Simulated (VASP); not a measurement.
# BN (P6_3/mmc) in VASP: notebook

BN is run at these levels: PBEsol; tasks: single point.

Everything below comes from runs of VASP 6.6.1. Logs are shortened: lines on timing, memory, paths and dates and some standing lists are left out, and cuts for length are marked.

## Step 1: The cell of the first run

It takes space group P6_3/mmc (No. 194, hexagonal). The conventional cell has a = 2.542 Å, b = 2.542 Å, c = 7.316 Å, α = 90.00°, β = 90.00°, γ = 120.00°. Within 2.0 Å of B (site symmetry -6m2) lie 3 N at 1.47 Å. N (site symmetry -6m2) has 3 B at 1.47 Å within 2.0 Å.

## Step 2: Single point, PBEsol (volume 10.234 Å^3 an atom, c/a of the conventional cell 2.8780)

Contents of INCAR:

```
SYSTEM = BN
PREC = Accurate
ENCUT = 520
EDIFF = 1E-6
ISMEAR = 0
SIGMA = 0.05
LREAL = .FALSE.
LASPH = .TRUE.
NELM = 100
ALGO = Normal
ISIF = 2
LWAVE = .FALSE.
LCHARG = .TRUE.
GGA = PS
LELF = .TRUE.
LVHAR = .TRUE.
NBANDS = 16
```

Contents of KPOINTS:

```
regular mesh
0
G
  12 12 4
  0 0 0
```

Contents of POSCAR:

```
BN
1.0
    2.5419167771      0.0000000000      0.0000000000
   -1.2709583886      2.2013645033      0.0000000000
    0.0000000000      0.0000000000      7.3156364845
B N
2 2
Direct
    0.3333333333      0.6666666667      0.2500000000
    0.6666666667      0.3333333333      0.7500000000
    0.3333333333      0.6666666667      0.7500000000
    0.6666666667      0.3333333333      0.2500000000
```

Potentials or basis: VASP PAW PBE potentials, release 64 (B, N).

Started as:

```
cat potpaw_PBE.64/B/POTCAR potpaw_PBE.64/N/POTCAR > POTCAR
mpirun -np 1 vasp_std > vasp.out
```

OUTCAR:

```text
SYSTEM = BN
   PREC = Accurate
   ENCUT = 520
   EDIFF = 1E-6
   ISMEAR = 0
   LREAL = .FALSE.
   LASPH = .TRUE.
   NELM = 100
   ISIF = 2
   GGA = PS

 ion  position               nearest neighbor table
   1  0.333  0.667  0.250-   4 1.47   4 1.47   4 1.47
   2  0.667  0.333  0.750-   3 1.47   3 1.47   3 1.47
   3  0.333  0.667  0.750-   2 1.47   2 1.47   2 1.47
   4  0.667  0.333  0.250-   1 1.47   1 1.47   1 1.47

  LATTYP: Found a hexagonal cell.
 ALAT       =     2.5419167771
 C/A-ratio  =     2.8780000000

  Lattice vectors:

 A1 = (   2.5419167771,   0.0000000000,   0.0000000000)
 A2 = (  -1.2709583886,   2.2013645033,   0.0000000000)
 A3 = (   0.0000000000,   0.0000000000,   7.3156364845)

Analysis of symmetry for initial positions (statically):
=====================================================================
 Subroutine PRICEL returns:
 Original cell was already a primitive cell.

 Routine SETGRP: Setting up the symmetry group for a
 hexagonal supercell.

 Subroutine GETGRP returns: Found 24 space group operations
 (whereof 12 operations were pure point group operations)
 out of a pool of 24 trial point group operations.

The static configuration has the point symmetry D_3d.
 The point group associated with its full space group is D_6h.

Analysis of symmetry for dynamics (positions and initial velocities):
=====================================================================
 Subroutine PRICEL returns:
 Original cell was already a primitive cell.

 Routine SETGRP: Setting up the symmetry group for a
 hexagonal supercell.

 Subroutine GETGRP returns: Found 24 space group operations
 (whereof 12 operations were pure point group operations)
 out of a pool of 24 trial point group operations.

The dynamic configuration has the point symmetry D_3d.
 The point group associated with its full space group is D_6h.

 Subroutine INISYM returns: Found 24 space group operations
 (whereof 12 operations are pure point group operations),
 and found     1 'primitive' translations

----------------------------------------------------------------------------------------

                                     Primitive cell

  volume of cell :      40.9360

  direct lattice vectors                    reciprocal lattice vectors
     2.541916777  0.000000000  0.000000000     0.393403910  0.227131854  0.000000000
    -1.270958389  2.201364503  0.000000000     0.000000000  0.454263707  0.000000000
     0.000000000  0.000000000  7.315636484     0.000000000  0.000000000  0.136693506

  length of vectors
[... 86 lines left out ...]
   EDIFF  = 0.1E-05   stopping-criterion for ELM
   LREAL  =      F    real-space projection
   EDIFFG = 0.1E-04   stopping-criterion for IOM
   NSW    =      0    number of steps for IOM
   IBRION =     -1    ionic relax: 0-MD 1-quasi-New 2-CG
   NFREE  =      0    steps in history (QN), initial steepest desc. (CG)
   ISIF   =      2    stress and relaxation
   ISYM   =      2    0-nonsym 1-usesym 2-fastsym
   POTIM  = 0.5000    time-step for ionic-motion
   TEBEG  =    0.0;   TEEND  =   0.0 temperature during run
   PSTRESS=    0.0 pullay stress
   NELECT =      16.0000    total number of electrons
   NUPDOWN=      -1.0000    fix difference up-down
   EMIN   =  10.00;   EMAX   =-10.00  energy-range for DOS
   EFERMI =   0.00;   METHOD = LEGACY
   ISMEAR =     0;   SIGMA  =   0.05  broadening in eV -4-tet -1-fermi 0-gaus
   EFERMI_NEDOS =   21; number of points for ismear=-14 and -15
   IALGO  =     38    algorithm
   IMIX   =      4    mixing-type and parameters
     AMIX     =   0.40;   BMIX     =  1.00
     AMIX_MAG =   1.60;   BMIX_MAG =  1.00
  volume/ion in A,a.u.               =      10.23        69.06
  Fermi-wavevector in a.u.,A,eV,Ry     =   1.196960  2.261927 19.493252  1.432714
  Thomas-Fermi vector in A             =   2.332887
   LORBIT       =      0    0 simple, 1 ext, 2 COOP (PROOUT), +10 PAW based schemes
   GGA     = PS    functional components
   LHFCALC =     F    Hartree Fock is set to
   AEXX    =    0.0000 exact exchange contribution
   IVDW    =     0    specifies the selected vdW correction
   LEPSILON=     F    determine dielectric tensor
   LRPA    =     F    only Hartree local field effects (RPA)
 non-spin polarized calculation
 Gauss-broadening in eV      SIGMA  =   0.05
  energy-cutoff  :      520.00
  volume of cell :       40.94
 maximum number of plane-waves:      1119
 NGX is ok and might be reduce to    20
   NGX =  9   NGY =  9   NGZ = 27

 number of electron      16.0000002 magnetization

 Free energy of the ion-electron system (eV)
  ---------------------------------------------------
  ext. energy  EPLUGINS =         0.00000000
  ---------------------------------------------------
  free energy    TOTEN  =       -36.52087659 eV

  energy without entropy =      -36.52087659  energy(sigma->0) =      -36.52087659

 E-fermi :   1.5122     XC(G=0):  -9.5606

 val. band max:        1.2780664591   @ k =   0.3333   0.3333   0.5000
 cond. band min:       5.5273030228   @ k =   0.5000   0.0000   0.0000
 fundamental gap:      4.2492365637
 Fermi energy:         1.5122490823

 k-point     1 :       0.0000    0.0000    0.0000
  band No.  band energies     occupation
      1     -16.1463      2.00000
      2     -16.0047      2.00000
      3      -4.4215      2.00000
      4      -3.0714      2.00000
      5      -0.0823      2.00000
      6      -0.0823      2.00000
[... 433 lines left out ...]
      3      -5.5023      2.00000
      4      -5.4791      2.00000
      5      -2.2457      2.00000
      6      -2.2274      2.00000
[... 8 lines left out ...]
     15      17.0076      0.00000
     16      18.8408      0.00000

 [... further k-points ...]
[... 5 lines left out ...]
  --------------------------------------------------------------------------------------
  -------------------------------------------------------------------------------------
  Total       -3.4093060     -3.4093060     -0.0988379      0.0000000      0.0000000      0.0000000
  in kB     -133.4354319   -133.4354319     -3.8683745      0.0000000      0.0000000      0.0000000
  external PRESSURE =     -90.2464127 kB  Pullay stress =       0.0000000 kB

 VOLUME and BASIS-vectors are now :
 -----------------------------------------------------------------------------
  energy-cutoff  :      520.00
  volume of cell :       40.94
      direct lattice vectors                 reciprocal lattice vectors
     2.541916777  0.000000000  0.000000000     0.393403910  0.227131854  0.000000000
    -1.270958389  2.201364503  0.000000000     0.000000000  0.454263707  0.000000000
     0.000000000  0.000000000  7.315636484     0.000000000  0.000000000  0.136693506

 POSITION                                       TOTAL-FORCE (eV/Angst)
 -----------------------------------------------------------------------------------
     -0.00000      1.46758      1.82891         0.000000     -0.000000      0.000000
      1.27096      0.73379      5.48673        -0.000000      0.000000      0.000000
     -0.00000      1.46758      5.48673         0.000000      0.000000      0.000000
      1.27096      0.73379      1.82891         0.000000      0.000000      0.000000
 -----------------------------------------------------------------------------------
    total drift:                               -0.000000      0.000000     -0.000000

  FREE ENERGIE OF THE ION-ELECTRON SYSTEM (eV)
  ---------------------------------------------------
  free  energy   TOTEN  =       -36.5208765944 eV

  energy  without entropy=      -36.5208765944  energy(sigma->0) =      -36.52087659
```

Wall time 17 s (1 thread of AMD EPYC 9R45 (Zen 5), shared host); peak memory 0.13 GiB.

What came out:

```
Free energy            : -36.5209 eV
Pressure               : -9.0 GPa
Band gap on the k mesh : 4.25 eV, indirect (least direct gap 4.49 eV)
```

Stress tensor (GPa, compression positive):
```
-13.34   0.00   0.00
  0.00 -13.34   0.00
  0.00   0.00  -0.39
```

Caveat: the PAW data sets were made with another functional, which shifts forces and pressure a little; this functional lacks dispersion, which binds the layers, so the pressure and a relaxed spacing across them are unreliable. A k mesh can miss the band edges.

## Step 3: Single point, PBEsol (volume 10.234 Å^3 an atom, c/a of the conventional cell 2.5510)

Contents of INCAR:

```
SYSTEM = BN
PREC = Accurate
ENCUT = 520
EDIFF = 1E-6
ISMEAR = 0
SIGMA = 0.05
LREAL = .FALSE.
LASPH = .TRUE.
NELM = 80
ALGO = Normal
ISIF = 2
LWAVE = .FALSE.
LCHARG = .FALSE.
GGA = PS
NBANDS = 16
```

KPOINTS is that of step 2.

Contents of POSCAR:

```
BN
1.0
    2.6461925225      0.0000000000      0.0000000000
   -1.3230962613      2.2916699477      0.0000000000
    0.0000000000      0.0000000000      6.7504371248
B N
2 2
Direct
    0.3333333333      0.6666666667      0.2500000000
    0.6666666667      0.3333333333      0.7500000000
    0.3333333333      0.6666666667      0.7500000000
    0.6666666667      0.3333333333      0.2500000000
```

Potentials or basis: VASP PAW PBE potentials, release 64 (B, N).

Started as:

```
cat potpaw_PBE.64/B/POTCAR potpaw_PBE.64/N/POTCAR > POTCAR
mpirun -np 1 vasp_std > vasp.out
```

OUTCAR:

```text
SYSTEM = BN
   PREC = Accurate
   ENCUT = 520
   EDIFF = 1E-6
   ISMEAR = 0
   LREAL = .FALSE.
   LASPH = .TRUE.
   NELM = 80
   ISIF = 2
   GGA = PS

 ion  position               nearest neighbor table
   1  0.333  0.667  0.250-   4 1.53   4 1.53   4 1.53
   2  0.667  0.333  0.750-   3 1.53   3 1.53   3 1.53
   3  0.333  0.667  0.750-   2 1.53   2 1.53   2 1.53
   4  0.667  0.333  0.250-   1 1.53   1 1.53   1 1.53

  LATTYP: Found a hexagonal cell.
 ALAT       =     2.6461925225
 C/A-ratio  =     2.5510000000

  Lattice vectors:

 A1 = (   2.6461925225,   0.0000000000,   0.0000000000)
 A2 = (  -1.3230962613,   2.2916699477,   0.0000000000)
 A3 = (   0.0000000000,   0.0000000000,   6.7504371248)

Analysis of symmetry for initial positions (statically):
=====================================================================
 Subroutine PRICEL returns:
 Original cell was already a primitive cell.

 Routine SETGRP: Setting up the symmetry group for a
 hexagonal supercell.

 Subroutine GETGRP returns: Found 24 space group operations
 (whereof 12 operations were pure point group operations)
 out of a pool of 24 trial point group operations.

[... 166 lines left out ...]

  energy without entropy =      -35.90793365  energy(sigma->0) =      -35.90793365

 E-fermi :   1.6631     XC(G=0):  -9.8581

 val. band max:        1.4208293220   @ k =   0.3333   0.2500   0.0000
 cond. band min:       5.3147886573   @ k =   0.5000   0.0000   0.0000
 fundamental gap:      3.8939593353
 Fermi energy:         1.6630681428

 k-point     1 :       0.0000    0.0000    0.0000
  band No.  band energies     occupation
      1     -15.4065      2.00000
      2     -15.1239      2.00000
      3      -4.0633      2.00000
      4      -1.9446      2.00000
      5      -0.0735      2.00000
      6      -0.0735      2.00000
[... 433 lines left out ...]
      3      -5.1433      2.00000
      4      -5.0821      2.00000
      5      -2.0002      2.00000
      6      -1.9509      2.00000
[... 8 lines left out ...]
     15      16.3391      0.00000
     16      17.5095      0.00000

 [... further k-points ...]
[... 5 lines left out ...]
  --------------------------------------------------------------------------------------
  -------------------------------------------------------------------------------------
  Total      -11.6446426    -11.6446426      0.0319665      0.0000000      0.0000000      0.0000000
  in kB     -455.7548965   -455.7548965      1.2511237      0.0000000      0.0000000      0.0000000
  external PRESSURE =    -303.4195564 kB  Pullay stress =       0.0000000 kB

 VOLUME and BASIS-vectors are now :
 -----------------------------------------------------------------------------
  energy-cutoff  :      520.00
  volume of cell :       40.94
      direct lattice vectors                 reciprocal lattice vectors
     2.646192522  0.000000000  0.000000000     0.377901453  0.218181506  0.000000000
    -1.323096261  2.291669948  0.000000000     0.000000000  0.436363012  0.000000000
     0.000000000  0.000000000  6.750437125     0.000000000  0.000000000  0.148138555

 POSITION                                       TOTAL-FORCE (eV/Angst)
 -----------------------------------------------------------------------------------
     -0.00000      1.52778      1.68761        -0.000000     -0.000000      0.000000
      1.32310      0.76389      5.06283         0.000000      0.000000      0.000000
     -0.00000      1.52778      5.06283        -0.000000     -0.000000      0.000000
      1.32310      0.76389      1.68761        -0.000000      0.000000      0.000000
 -----------------------------------------------------------------------------------
    total drift:                               -0.000000      0.000000     -0.000000

  FREE ENERGIE OF THE ION-ELECTRON SYSTEM (eV)
  ---------------------------------------------------
  free  energy   TOTEN  =       -35.9079336508 eV

  energy  without entropy=      -35.9079336508  energy(sigma->0) =      -35.90793365
```

It took 16 s on 1 thread of AMD EPYC 9R45 (Zen 5), shared host; peak memory 0.13 GiB.

What came out:

- Free energy: -35.9079 eV
- Pressure: -30.3 GPa
- Band gap on the k mesh: 3.89 eV, indirect (least direct gap 4.17 eV)

Levels at points of the mesh, in eV from the valence-band top:
```tsv
k point	band 6	band 7	band 8	band 9	band 10	band 11
(0.00, 0.00, 0.00)	-1.49	-1.45	-1.45	4.80	9.31	9.43
(0.50, 0.00, 0.00)	-3.84	-1.33	-0.33	3.89	5.14	7.93
(0.00, 0.00, 0.50)	-1.47	-1.47	-1.47	6.85	6.85	10.22
(0.50, 0.00, 0.50)	-3.88	-0.80	-0.80	4.30	4.30	8.18
```

Caveat: the PAW data sets were made with another functional, which shifts forces and pressure a little; this functional lacks dispersion, which binds the layers, so the pressure and a relaxed spacing across them are unreliable.

## Step 4: Single point, PBEsol (volume 10.234 Å^3 an atom, c/a of the conventional cell 2.8094)

INCAR: that of step 3 with these lines changed.

```diff
@@ -3,3 +3,3 @@
 ENCUT = 520
-EDIFF = 1E-6
+EDIFF = 1E-7
 ISMEAR = 0
```

KPOINTS is that of step 3.

Contents of POSCAR:

```
BN
1.0
    2.5624415834      0.0000000000      0.0000000000
   -1.2812207917      2.2191395070      0.0000000000
    0.0000000000      0.0000000000      7.1989113466
B N
2 2
Direct
    0.3333333333      0.6666666667      0.2500000000
    0.6666666667      0.3333333333      0.7500000000
    0.3333333333      0.6666666667      0.7500000000
    0.6666666667      0.3333333333      0.2500000000
```

Started as:

```
cat potpaw_PBE.64/B/POTCAR potpaw_PBE.64/N/POTCAR > POTCAR
mpirun -np 1 vasp_std > vasp.out
```

Wall time 18 s (1 thread of AMD EPYC 9R45 (Zen 5), shared host); peak memory 0.13 GiB.

It converged, with:

```yaml
Free_energy: -36.4531 eV
Pressure: -13.7 GPa
Band_gap_on_the_k_mesh: 4.18 eV, indirect (least direct gap 4.43 eV)
```

Stress tensor (GPa, compression positive):
```
-20.35   0.00   0.00
  0.00 -20.35   0.00
  0.00   0.00  -0.35
```

Levels at points of the mesh, in eV from the valence-band top:
| k point | band 5 | band 6 | band 7 | band 8 | band 9 | band 10 | band 11 | band 12 |
| --- | --- | --- | --- | --- | --- | --- | --- | --- |
| (0.00, 0.00, 0.00) | -1.38 | -1.38 | -1.37 | -1.37 | 4.67 | 9.09 | 10.67 | 10.96 |
| (0.50, 0.00, 0.00) | -4.03 | -3.99 | -1.20 | -0.53 | 4.18 | 5.15 | 8.79 | 9.20 |
| (0.00, 0.00, 0.50) | -1.37 | -1.37 | -1.37 | -1.37 | 6.58 | 6.58 | 11.00 | 11.00 |
| (0.50, 0.00, 0.50) | -4.01 | -4.01 | -0.86 | -0.86 | 4.54 | 4.54 | 9.10 | 9.10 |

Caveat: the PAW data sets were made with another functional, which shifts forces and pressure a little; this functional lacks dispersion, which binds the layers, so the pressure and a relaxed spacing across them are unreliable. A k mesh can miss the band edges.

[end of part 1 of 2]
